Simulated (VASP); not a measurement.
Set up this calculation in VASP 6.6.1, as the native input.

```yaml
Task: single point
Functional: PBE
Potentials_or_basis: VASP PAW PBE potentials, release 64 (Ge_d, Si)
Cutoff: 520 eV
k_mesh: 2 × 2 × 2
Occupations: fermi-dirac, width 0.01 eV
Spin: no spin polarisation
Dipole_correction: no
Further_INCAR_settings: LREAL = Auto; ALGO = Normal; EDIFF = 1e-06; NBANDS = 146
```

The structure of Si53Ge (a cell with a defect) lies in POSCAR:

```
Si53Ge
1.0
    0.0000000000      8.1406800000      8.1406800000
    8.1406800000      0.0000000000      8.1406800000
    8.1406800000      8.1406800000      0.0000000000
Ge Si
1 53
Direct
    0.2500000000      0.2500000000      0.2500000000
    0.2499948699      0.2499948699      0.5838494352
    0.2499948699      0.2499948699      0.9161608249
    0.2499948699      0.5838494352      0.2499948699
    0.2499321694      0.5833559435      0.5833559435
    0.2499948699      0.5838494352      0.9161608249
    0.2499948699      0.9161608249      0.2499948699
    0.2499948699      0.9161608249      0.5838494352
    0.2500443141      0.9166518953      0.9166518953
    0.5838494352      0.2499948699      0.2499948699
    0.5833559435      0.2499321694      0.5833559435
    0.5838494352      0.2499948699      0.9161608249
    0.5833559435      0.5833559435      0.2499321694
    0.5833559435      0.5833559435      0.5833559435
    0.5833430682      0.5833430682      0.9166569318
    0.5838494352      0.9161608249      0.2499948699
    0.5833430682      0.9166569318      0.5833430682
    0.5833430682      0.9166569318      0.9166569318
    0.9161608249      0.2499948699      0.2499948699
    0.9161608249      0.2499948699      0.5838494352
    0.9166518953      0.2500443141      0.9166518953
    0.9161608249      0.5838494352      0.2499948699
    0.9166569318      0.5833430682      0.5833430682
    0.9166569318      0.5833430682      0.9166569318
    0.9166518953      0.9166518953      0.2500443141
    0.9166569318      0.9166569318      0.5833430682
    0.9166518953      0.9166518953      0.9166518953
    0.1653922563      0.1653922563      0.1653922563
    0.1653922563      0.1653922563      0.5038232310
    0.1666418957      0.1666418957      0.8333581043
    0.1653922563      0.5038232310      0.1653922563
    0.1666161016      0.4999993556      0.4999993556
    0.1666161016      0.4999993556      0.8333851871
    0.1666418957      0.8333581043      0.1666418957
    0.1666161016      0.8333851871      0.4999993556
    0.1666418957      0.8333581043      0.8333581043
    0.5038232310      0.1653922563      0.1653922563
    0.4999993556      0.1666161016      0.4999993556
    0.4999993556      0.1666161016      0.8333851871
    0.4999993556      0.4999993556      0.1666161016
    0.5000000000      0.5000000000      0.5000000000
    0.4999993556      0.4999993556      0.8333851871
    0.4999993556      0.8333851871      0.1666161016
    0.4999993556      0.8333851871      0.4999993556
    0.5000325489      0.8333224837      0.8333224837
    0.8333581043      0.1666418957      0.1666418957
    0.8333851871      0.1666161016      0.4999993556
    0.8333581043      0.1666418957      0.8333581043
    0.8333851871      0.4999993556      0.1666161016
    0.8333851871      0.4999993556      0.4999993556
    0.8333224837      0.5000325489      0.8333224837
    0.8333581043      0.8333581043      0.1666418957
    0.8333224837      0.8333224837      0.5000325489
    0.8333224837      0.8333224837      0.8333224837
```

One way to write it, as run:

INCAR

```
SYSTEM = Si53Ge
  PREC = Accurate
  ENCUT = 520
  EDIFF = 1E-6
  ISMEAR = -1
  SIGMA = 0.01
  LREAL = Auto
  LASPH = .TRUE.
  NELM = 100
  ALGO = Normal
  ISIF = 2
  LWAVE = .FALSE.
  LCHARG = .FALSE.
  GGA = PE
  NBANDS = 146
```

KPOINTS

```
Automatic mesh
0
G
  2 2 2
  0 0 0
```

Potentials or basis: VASP PAW PBE potentials, release 64 (Ge_d, Si).

Launch:

```bash
$ cat potpaw_PBE.64/Ge_d/POTCAR potpaw_PBE.64/Si/POTCAR > POTCAR
$ mpirun -np 1 vasp_std > vasp.out
```

It gave:

The pressure is 2.4 GPa and the largest force is 0.008 eV/Å. The band gap on the k mesh is 0.67 eV.

It took 16 min on 1 thread of Intel(R) Xeon(R) Platinum 8488C (Sapphire Rapids), with other jobs on the host, peak memory 1.4 GiB.
